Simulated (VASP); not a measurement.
Set up this calculation in VASP 6.6.1, as the native input.

```yaml
Task: single point
Functional: PBEsol
Potentials_or_basis: VASP PAW PBE potentials, release 64 (Al, N)
Cutoff: 520 eV
k_mesh: 8 × 8 × 3
Occupations: gaussian, width 0.05 eV
Spin: no spin polarisation
Dipole_correction: no
Further_INCAR_settings: ALGO = Normal; EDIFF = 1e-06; NBANDS = 26
```

The structure of AlN lies in POSCAR:

```
AlN
1.0
   -3.1135599822      0.0000000000      0.0000000000
   -1.5567799911     -2.6964220408      0.0000000000
   -0.3891949978     -0.6741055102     11.9667009506
Al N
4 4
Direct
    0.3333333333      0.1449996509      0.7533347297
    0.3333333333      0.2491083459      0.3368999499
    0.6666666667      0.6344960267      0.1286825600
    0.6666666667      0.5303873317      0.5451173398
    0.3333333333      0.3134496259      0.0795348299
    0.3333333333      0.2093409309      0.4959696097
    0.6666666667      0.5947286117      0.2877522198
    0.6666666667      0.4906199168      0.7041869996
```

These files were run (other wordings do the same):

INCAR

```
SYSTEM = AlN
PREC     = Accurate       ! precision mode
ENCUT    = 520            ! plane-wave cutoff, eV
EDIFF    = 1E-6           ! SCF threshold, eV
ISMEAR   = 0              ! smearing method
SIGMA    = 0.05           ! smearing width, eV
LREAL    = .FALSE.        ! projectors in reciprocal space
LASPH    = .TRUE.         ! aspherical terms in the spheres
NELM     = 60             ! most SCF steps
ALGO     = Normal         ! electronic algorithm
ISIF     = 2              ! what is computed and relaxed
LWAVE    = .FALSE.        ! write WAVECAR
LCHARG   = .FALSE.        ! write CHGCAR
GGA      = PS             ! functional
NBANDS   = 26             ! bands
```

KPOINTS

```
regular mesh
0
G
  8 8 3
  0 0 0
```

Potentials or basis: VASP PAW PBE potentials, release 64 (Al, N).

The run is started by

```bash
$ cat potpaw_PBE.64/Al/POTCAR potpaw_PBE.64/N/POTCAR > POTCAR
$ mpirun -np 1 vasp_std > vasp.out
```

Results of the run:

| Item | Value |
| --- | --- |
| Pressure | -2.4 GPa |
| Largest force | 2.352 eV/Å |
| Band gap on the k mesh | zero (bands 16 and 17 overlap by 0.13 eV) |

Caveat: semilocal functionals underestimate gaps, so a narrow gap can read as zero; the PAW data sets were made with another functional, which shifts forces and pressure a little.

It took 3.6 min on 1 thread of Intel(R) Xeon(R) Platinum 8488C (Sapphire Rapids), with other jobs on the host, peak memory 0.33 GiB.
